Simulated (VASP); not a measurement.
# MgO (lda.b) (Fm-3m) in VASP: notebook, part 2 of 2

VASP 6.6.1. Earlier steps stand in the parts before.

### Step 3. Single point, LDA (volume scaled by 1.06)

INCAR

```
SYSTEM = MgO
  PREC = Accurate
  ENCUT = 600
  EDIFF = 1E-6
  ISMEAR = 0
  SIGMA = 0.02
  LREAL = .False.
  LASPH = .True.
  NELM = 120
  ALGO = Normal
  ISIF = 2
  LWAVE = .False.
  LCHARG = .False.
  GGA = CA
  NBANDS = 11
  GGA_COMPAT = .False.
```

KPOINTS

```
regular mesh
0
Gamma
  10 10 10
  0 0 0
```

POSCAR

```
MgO
1.0
    0.0000000000      2.1203927907      2.1203927907
    2.1203927907      0.0000000000      2.1203927907
    2.1203927907      2.1203927907      0.0000000000
Mg O
1 1
Direct
    0.0000000000      0.0000000000      0.0000000000
    0.5000000000      0.5000000000      0.5000000000
```

Potentials or basis: VASP PAW LDA potentials, release 64 (Mg, O).

Run with:

```bash
$ cat potpaw_LDA.64/Mg/POTCAR potpaw_LDA.64/O/POTCAR > POTCAR
$ mpirun -np 1 vasp_std > vasp.out
```

OUTCAR:

```text
SYSTEM = MgO
   PREC = Accurate
   ENCUT = 600
   EDIFF = 1E-6
   ISMEAR = 0
   LREAL = .False.
   LASPH = .True.
   NELM = 120
   ISIF = 2
   GGA = CA

 ion  position               nearest neighbor table
   1  0.000  0.000  0.000-   2 2.12   2 2.12   2 2.12   2 2.12   2 2.12   2 2.12
   2  0.500  0.500  0.500-   1 2.12   1 2.12   1 2.12   1 2.12   1 2.12   1 2.12

  LATTYP: Found a face centered cubic cell.
 ALAT       =     4.2407855814

  Lattice vectors:

 A1 = (   0.0000000000,   2.1203927907,   2.1203927907)
 A2 = (   2.1203927907,   0.0000000000,   2.1203927907)
 A3 = (   2.1203927907,   2.1203927907,   0.0000000000)

Analysis of symmetry for initial positions (statically):
=====================================================================
 Subroutine PRICEL returns:
 Original cell was already a primitive cell.

 Routine SETGRP: Setting up the symmetry group for a
 face centered cubic supercell.

 Subroutine GETGRP returns: Found 48 space group operations
 (whereof 48 operations were pure point group operations)
 out of a pool of 48 trial point group operations.

The static configuration has the point symmetry O_h .

Analysis of symmetry for dynamics (positions and initial velocities):
=====================================================================
 Subroutine PRICEL returns:
 Original cell was already a primitive cell.

 Routine SETGRP: Setting up the symmetry group for a
 face centered cubic supercell.

 Subroutine GETGRP returns: Found 48 space group operations
 (whereof 48 operations were pure point group operations)
 out of a pool of 48 trial point group operations.

The dynamic configuration has the point symmetry O_h .

 Subroutine INISYM returns: Found 48 space group operations
 (whereof 48 operations are pure point group operations),
 and found     1 'primitive' translations

----------------------------------------------------------------------------------------

[... 114 lines left out ...]
  Fermi-wavevector in a.u.,A,eV,Ry     =   1.225590  2.316029 20.436911  1.502071
  Thomas-Fermi vector in A             =   2.360622
   LORBIT       =      0    0 simple, 1 ext, 2 COOP (PROOUT), +10 PAW based schemes
   GGA     = CA    functional components
   LHFCALC =     F    Hartree Fock is set to
   AEXX    =    0.0000 exact exchange contribution
   IVDW    =     0    specifies the selected vdW correction
   LEPSILON=     F    determine dielectric tensor
   LRPA    =     F    only Hartree local field effects (RPA)
 non-spin polarized calculation
 Gauss-broadening in eV      SIGMA  =   0.02
  energy-cutoff  :      600.00
  volume of cell :       19.07
 maximum number of plane-waves:       648
   NGX = 11   NGY = 11   NGZ = 11

 number of electron       8.0000005 magnetization

 Free energy of the ion-electron system (eV)
  ---------------------------------------------------
  ext. energy  EPLUGINS =         0.00000000
  ---------------------------------------------------
  free energy    TOTEN  =       -13.40630397 eV

  energy without entropy =      -13.40630397  energy(sigma->0) =      -13.40630397

 E-fermi :   2.9258     XC(G=0): -11.4936

 val. band max:        2.7254608287   @ k =   0.0000   0.0000   0.0000
 cond. band min:       7.1869319405   @ k =   0.0000   0.0000   0.0000
 fundamental gap:      4.4614711118
 Fermi energy:         2.9257719112

 k-point     1 :       0.0000    0.0000    0.0000
  band No.  band energies     occupation
      1     -14.1703      2.00000
      2       2.7255      2.00000
      3       2.7255      2.00000
      4       2.7255      2.00000
      5       7.1869      0.00000
      6      18.1419      0.00000
      7      18.1419      0.00000
      8      18.1419      0.00000
      9      22.1135      0.00000
     10      23.7318      0.00000
     11      23.7318      0.00000
[... 309 lines left out ...]
 k-point    24 :       0.4000    0.3000    0.0000
  band No.  band energies     occupation
      1     -12.9180      2.00000
      2      -0.8368      2.00000
      3       1.4256      2.00000
      4       1.6451      2.00000
      5      11.9223      0.00000
      6      12.6221      0.00000
      7      15.8373      0.00000
      8      20.3220      0.00000
      9      20.5296      0.00000
     10      27.0510      0.00000
     11      29.0142      0.00000

 [... further k-points ...]
[... 5 lines left out ...]
  --------------------------------------------------------------------------------------
  -------------------------------------------------------------------------------------
  Total       -1.2879979     -1.2879979     -1.2879979      0.0000000     -0.0000000      0.0000000
  in kB     -108.2297808   -108.2297808   -108.2297808      0.0000000     -0.0000000      0.0000000
  external PRESSURE =    -108.2297808 kB  Pullay stress =       0.0000000 kB

 VOLUME and BASIS-vectors are now :
 -----------------------------------------------------------------------------
  energy-cutoff  :      600.00
  volume of cell :       19.07
      direct lattice vectors                 reciprocal lattice vectors
     0.000000000  2.120392791  2.120392791    -0.235805367  0.235805367  0.235805367
     2.120392791  0.000000000  2.120392791     0.235805367 -0.235805367  0.235805367
     2.120392791  2.120392791  0.000000000     0.235805367  0.235805367 -0.235805367

 POSITION                                       TOTAL-FORCE (eV/Angst)
 -----------------------------------------------------------------------------------
      0.00000      0.00000      0.00000         0.000000      0.000000      0.000000
      2.12039      2.12039      2.12039         0.000000      0.000000      0.000000
 -----------------------------------------------------------------------------------
    total drift:                               -0.000000     -0.000000      0.000000

  FREE ENERGIE OF THE ION-ELECTRON SYSTEM (eV)
  ---------------------------------------------------
  free  energy   TOTEN  =       -13.4063039686 eV

  energy  without entropy=      -13.4063039686  energy(sigma->0) =      -13.40630397
```

stdout:

```text
POSCAR found type information on POSCAR MgO
 POSCAR found :  2 types and       2 ions
 scaLAPACK will be used
 LDA part: xc-table for (Slater(with rela. corr.)+CA(PZ))
 , standard interpolation
 POSCAR, INCAR and KPOINTS ok, starting setup
 FFT: planning ... GRIDC
 FFT: planning ... GRID_SOFT
 FFT: planning ... GRID
 WAVECAR not read
 entering main loop
```

Run time: 9.6 s. Hardware: 1 thread of Intel Xeon 8259CL, shared host; peak memory 0.13 GiB.

What came out:

| Item | Value |
| --- | --- |
| Free energy | -13.4063 eV |
| Pressure | -10.8 GPa |
| Band gap on the k mesh | 4.46 eV, direct |

Levels at points of the mesh, in eV from the valence-band top:
| k point | band 1 | band 2 | band 3 | band 4 | band 5 | band 6 | band 7 | band 8 | band 9 |
| --- | --- | --- | --- | --- | --- | --- | --- | --- | --- |
| (0.00, 0.00, 0.00) | -16.90 | 0.00 | 0.00 | 0.00 | 4.46 | 15.42 | 15.42 | 15.42 | 19.39 |
| (0.50, 0.00, 0.00) | -15.60 | -4.61 | -0.64 | -0.64 | 7.61 | 12.17 | 15.79 | 15.79 | 20.26 |
| (0.50, 0.50, 0.00) | -15.33 | -4.07 | -1.34 | -1.34 | 8.87 | 9.49 | 12.68 | 18.33 | 18.33 |

Caveat: the cell differs from its parent crystal (volume scaled by 1.06).

### Step 4. Single point, LDA (volume scaled by 1.09)

INCAR

```
  ALGO = Normal
  EDIFF = 1E-6
  ENCUT = 600
  GGA = CA
  GGA_COMPAT = False
  ISIF = 2
  ISMEAR = 0
  LASPH = True
  LCHARG = False
  LREAL = False
  LWAVE = False
  NBANDS = 11
  NELM = 120
  PREC = Accurate
  SIGMA = 0.02
```

KPOINTS

```
k-points
0
Gamma
  10 10 10
```

POSCAR

```
MgO
1.0
    0.0000000000      2.1402106944      2.1402106944
    2.1402106944      0.0000000000      2.1402106944
    2.1402106944      2.1402106944      0.0000000000
Mg O
1 1
Direct
    0.0000000000      0.0000000000      0.0000000000
    0.5000000000      0.5000000000      0.5000000000
```

Potentials or basis: VASP PAW LDA potentials, release 64 (Mg, O).

Run with:

```bash
$ cat potpaw_LDA.64/Mg/POTCAR potpaw_LDA.64/O/POTCAR > POTCAR
$ mpirun -np 1 vasp_std > vasp.out
```

OUTCAR:

```text
EDIFF = 1E-6
   ENCUT = 600
   GGA = CA
   ISIF = 2
   ISMEAR = 0
   LASPH = True
   LREAL = False
   NELM = 120
   PREC = Accurate

 ion  position               nearest neighbor table
   1  0.000  0.000  0.000-   2 2.14   2 2.14   2 2.14   2 2.14   2 2.14   2 2.14
   2  0.500  0.500  0.500-   1 2.14   1 2.14   1 2.14   1 2.14   1 2.14   1 2.14

  LATTYP: Found a face centered cubic cell.
 ALAT       =     4.2804213888

  Lattice vectors:

 A1 = (   0.0000000000,   2.1402106944,   2.1402106944)
 A2 = (   2.1402106944,   0.0000000000,   2.1402106944)
 A3 = (   2.1402106944,   2.1402106944,   0.0000000000)

Analysis of symmetry for initial positions (statically):
=====================================================================
 Subroutine PRICEL returns:
 Original cell was already a primitive cell.

 Routine SETGRP: Setting up the symmetry group for a
 face centered cubic supercell.

 Subroutine GETGRP returns: Found 48 space group operations
 (whereof 48 operations were pure point group operations)
 out of a pool of 48 trial point group operations.

The static configuration has the point symmetry O_h .

[... 163 lines left out ...]
 cond. band min:       6.7228661542   @ k =   0.0000   0.0000   0.0000
 fundamental gap:      4.2014779756
 Fermi energy:         2.6702265503

 k-point     1 :       0.0000    0.0000    0.0000
  band No.  band energies     occupation
      1     -14.2341      2.00000
      2       2.5214      2.00000
      3       2.5214      2.00000
      4       2.5214      2.00000
      5       6.7229      0.00000
      6      17.7856      0.00000
      7      17.7856      0.00000
      8      17.7856      0.00000
      9      21.6862      0.00000
     10      23.2706      0.00000
     11      23.2706      0.00000
[... 309 lines left out ...]
 k-point    24 :       0.4000    0.3000    0.0000
  band No.  band energies     occupation
      1     -13.0448      2.00000
      2      -0.9512      2.00000
      3       1.2617      2.00000
      4       1.4742      2.00000
      5      11.4466      0.00000
      6      12.3393      0.00000
      7      15.3474      0.00000
      8      19.7624      0.00000
      9      19.9661      0.00000
     10      26.5118      0.00000
     11      28.2677      0.00000

 [... further k-points ...]
[... 5 lines left out ...]
  --------------------------------------------------------------------------------------
  -------------------------------------------------------------------------------------
  Total       -1.7534531     -1.7534531     -1.7534531     -0.0000000     -0.0000000     -0.0000000
  in kB     -143.2864555   -143.2864555   -143.2864555     -0.0000000     -0.0000000     -0.0000000
  external PRESSURE =    -143.2864555 kB  Pullay stress =       0.0000000 kB

 VOLUME and BASIS-vectors are now :
 -----------------------------------------------------------------------------
  energy-cutoff  :      600.00
  volume of cell :       19.61
      direct lattice vectors                 reciprocal lattice vectors
     0.000000000  2.140210694  2.140210694    -0.233621858  0.233621858  0.233621858
     2.140210694  0.000000000  2.140210694     0.233621858 -0.233621858  0.233621858
     2.140210694  2.140210694  0.000000000     0.233621858  0.233621858 -0.233621858

 POSITION                                       TOTAL-FORCE (eV/Angst)
 -----------------------------------------------------------------------------------
      0.00000      0.00000      0.00000         0.000000     -0.000000      0.000000
      2.14021      2.14021      2.14021        -0.000000      0.000000     -0.000000
 -----------------------------------------------------------------------------------
    total drift:                               -0.000000     -0.000000      0.000000

  FREE ENERGIE OF THE ION-ELECTRON SYSTEM (eV)
  ---------------------------------------------------
  free  energy   TOTEN  =       -13.3650850505 eV

  energy  without entropy=      -13.3650850505  energy(sigma->0) =      -13.36508505
```

OSZICAR:

```text
N       E                     dE             d eps       ncg     rms          rms(c)
DAV:   1     0.135895740211E+02    0.13590E+02   -0.48783E+03  1154   0.728E+02
DAV:   2    -0.143059891129E+02   -0.27896E+02   -0.26740E+02  1197   0.140E+02
DAV:   3    -0.149244837265E+02   -0.61849E+00   -0.61790E+00  1243   0.182E+01
DAV:   4    -0.149259720919E+02   -0.14884E-02   -0.14883E-02  1121   0.979E-01
DAV:   5    -0.149259762731E+02   -0.41813E-05   -0.41812E-05  1217   0.514E-02    0.699E+00
DAV:   6    -0.134346026526E+02    0.14914E+01   -0.91297E+00  1073   0.161E+01    0.235E+00
DAV:   7    -0.133909453672E+02    0.43657E-01   -0.89444E-02  1130   0.249E+00    0.130E+00
DAV:   8    -0.133657297732E+02    0.25216E-01   -0.38625E-02  1088   0.195E+00    0.257E-01
DAV:   9    -0.133652845715E+02    0.44520E-03   -0.46489E-04  1172   0.163E-01    0.154E-01
DAV:  10    -0.133650858230E+02    0.19875E-03   -0.47016E-04  1106   0.186E-01    0.661E-03
DAV:  11    -0.133650850505E+02    0.77249E-06   -0.49443E-06  1160   0.120E-02
   1 F= -.13365085E+02 E0= -.13365085E+02  d E =-.300176E-28
```

stdout:

```text
POSCAR found type information on POSCAR MgO
 POSCAR found :  2 types and       2 ions
 scaLAPACK will be used
 LDA part: xc-table for (Slater(with rela. corr.)+CA(PZ))
 , standard interpolation
 POSCAR, INCAR and KPOINTS ok, starting setup
 FFT: planning ... GRIDC
 FFT: planning ... GRID_SOFT
 FFT: planning ... GRID
 WAVECAR not read
 entering main loop
```

Wall time 10 s (1 thread of Intel Xeon 8259CL, shared host); peak memory 0.14 GiB.

Results:

| Property | Result |
| --- | --- |
| Free energy | -13.3651 eV |
| Pressure | -14.3 GPa |
| Band gap on the k mesh | 4.20 eV, direct |

Levels at points of the mesh, in eV from the valence-band top:
| k point | band 2 | band 3 | band 4 | band 5 | band 6 | band 7 |
| --- | --- | --- | --- | --- | --- | --- |
| (0.00, 0.00, 0.00) | 0.00 | 0.00 | 0.00 | 4.20 | 15.26 | 15.26 |
| (0.50, 0.00, 0.00) | -4.49 | -0.61 | -0.61 | 7.44 | 11.86 | 15.51 |
| (0.50, 0.50, 0.00) | -3.96 | -1.31 | -1.31 | 8.84 | 9.19 | 12.40 |

Caveat: the cell differs from its parent crystal (volume scaled by 1.09).

### Step 5. Single point, LDA

This run uses another cell than the first one, of 8.99 Å³/atom, 0.971 times its volume.

INCAR

```
PREC     = Accurate       # precision mode
ENCUT    = 600            # plane-wave cutoff, eV
EDIFF    = 1E-6           # SCF threshold, eV
ISMEAR   = 0              # smearing method
SIGMA    = 0.02           # smearing width, eV
LREAL    = False          # projectors in reciprocal space
LASPH    = True           # aspherical terms in the spheres
NELM     = 120            # most SCF steps
ALGO     = Normal         # electronic algorithm
ISIF     = 2              # what is computed and relaxed
LWAVE    = False          # write WAVECAR
LCHARG   = False          # write CHGCAR
GGA      = CA             # functional
NBANDS   = 11             # bands
GGA_COMPAT= False
```

KPOINTS

```
regular mesh
0
Gamma
  10 10 10
```

POSCAR

```
MgO
1.0
    0.0000000000      2.0796058504      2.0796058504
    2.0796058504      0.0000000000      2.0796058504
    2.0796058504      2.0796058504      0.0000000000
Mg O
1 1
Direct
    0.0000000000      0.0000000000      0.0000000000
    0.5000000000      0.5000000000      0.5000000000
```

Potentials or basis: VASP PAW LDA potentials, release 64 (Mg, O).

Run with:

```bash
$ cat potpaw_LDA.64/Mg/POTCAR potpaw_LDA.64/O/POTCAR > POTCAR
$ mpirun -np 1 vasp_std > vasp.out
```

OUTCAR:

```text
PREC = Accurate
   ENCUT = 600
   EDIFF = 1E-6
   ISMEAR = 0
   LREAL = False
   LASPH = True
   NELM = 120
   ISIF = 2
   GGA = CA

 ion  position               nearest neighbor table
   1  0.000  0.000  0.000-   2 2.08   2 2.08   2 2.08   2 2.08   2 2.08   2 2.08
   2  0.500  0.500  0.500-   1 2.08   1 2.08   1 2.08   1 2.08   1 2.08   1 2.08

  LATTYP: Found a face centered cubic cell.
 ALAT       =     4.1592117008

  Lattice vectors:

 A1 = (   0.0000000000,   2.0796058504,   2.0796058504)
 A2 = (   2.0796058504,   0.0000000000,   2.0796058504)
[... 514 lines left out ...]
      8      21.5292      0.00000
      9      21.7465      0.00000
     10      28.2087      0.00000
     11      30.6293      0.00000

 [... further k-points ...]
[... 5 lines left out ...]
  --------------------------------------------------------------------------------------
  -------------------------------------------------------------------------------------
  Total       -0.2201922     -0.2201922     -0.2201922      0.0000000     -0.0000000      0.0000000
  in kB      -19.6127965    -19.6127965    -19.6127965      0.0000000     -0.0000000      0.0000000
  external PRESSURE =     -19.6127965 kB  Pullay stress =       0.0000000 kB

 VOLUME and BASIS-vectors are now :
 -----------------------------------------------------------------------------
  energy-cutoff  :      600.00
  volume of cell :       17.99
      direct lattice vectors                 reciprocal lattice vectors
     0.000000000  2.079605850  2.079605850    -0.240430176  0.240430176  0.240430176
     2.079605850  0.000000000  2.079605850     0.240430176 -0.240430176  0.240430176
     2.079605850  2.079605850  0.000000000     0.240430176  0.240430176 -0.240430176

 POSITION                                       TOTAL-FORCE (eV/Angst)
 -----------------------------------------------------------------------------------
      0.00000      0.00000      0.00000        -0.000000     -0.000000      0.000000
      2.07961      2.07961      2.07961         0.000000      0.000000      0.000000
 -----------------------------------------------------------------------------------
    total drift:                               -0.000000     -0.000000      0.000000

  FREE ENERGIE OF THE ION-ELECTRON SYSTEM (eV)
  ---------------------------------------------------
  free  energy   TOTEN  =       -13.4482446552 eV

  energy  without entropy=      -13.4482446552  energy(sigma->0) =      -13.44824466
```

OSZICAR:

```text
N       E                     dE             d eps       ncg     rms          rms(c)
DAV:   1     0.149004810270E+02    0.14900E+02   -0.49500E+03  1170   0.722E+02
DAV:   2    -0.144395719079E+02   -0.29340E+02   -0.28630E+02  1168   0.149E+02
DAV:   3    -0.150281197840E+02   -0.58855E+00   -0.58812E+00  1235   0.179E+01
DAV:   4    -0.150294328091E+02   -0.13130E-02   -0.13130E-02  1139   0.954E-01
DAV:   5    -0.150294368213E+02   -0.40122E-05   -0.40122E-05  1220   0.489E-02    0.708E+00
DAV:   6    -0.135097001838E+02    0.15197E+01   -0.85513E+00  1076   0.161E+01    0.219E+00
DAV:   7    -0.134723822458E+02    0.37318E-01   -0.61813E-02  1130   0.220E+00    0.129E+00
DAV:   8    -0.134487814354E+02    0.23601E-01   -0.29621E-02  1097   0.178E+00    0.234E-01
DAV:   9    -0.134483994711E+02    0.38196E-03   -0.47667E-04  1199   0.159E-01    0.138E-01
DAV:  10    -0.134482451909E+02    0.15428E-03   -0.44474E-04  1100   0.171E-01    0.584E-03
DAV:  11    -0.134482446552E+02    0.53563E-06   -0.48091E-06  1169   0.129E-02
   1 F= -.13448245E+02 E0= -.13448245E+02  d E =-.525116E-11
```

Wall time 5.5 s (1 thread of Intel Xeon Platinum 8375C at 2.90GHz (Ice Lake), shared host); peak memory 0.13 GiB.

Results:

* Free energy: -13.4482 eV
* Pressure: -2.0 GPa
* Band gap on the k mesh: 5.04 eV, direct

### Step 6. Summary

```tsv
cell	gap on the mesh (eV)	pressure (GPa)
a = 2.970 Å, angles 60.0°, 2 atoms	4.74	-6.7
a = 2.999 Å, angles 60.0°, 2 atoms	4.46	-10.8
a = 3.027 Å, angles 60.0°, 2 atoms	4.20	-14.3
a = 2.941 Å, angles 60.0°, 2 atoms	5.04	-2.0
```

Alike in all rows: task single point; level LDA; potentials or basis VASP PAW LDA potentials, release 64 (Mg, O); no spin polarisation; k mesh 10 × 10 × 10; cutoff (eV) 600; smearing gaussian 0.02 eV.

Total energies depend on the potentials used, so only differences within one code and one set of settings carry meaning.

### Step 7. Against experiment

Step 5. Measured gap of MgO: 7.83 eV (quoted in “Electronic structure of alkaline earth and post-transition metal oxides”, 2009, arxiv:0908.1581). This calculation gives 5.04 eV (-2.79 eV). The value is that of LDA, without temperature or zero-point motion. Semilocal functionals fall short of measured gaps as a rule.
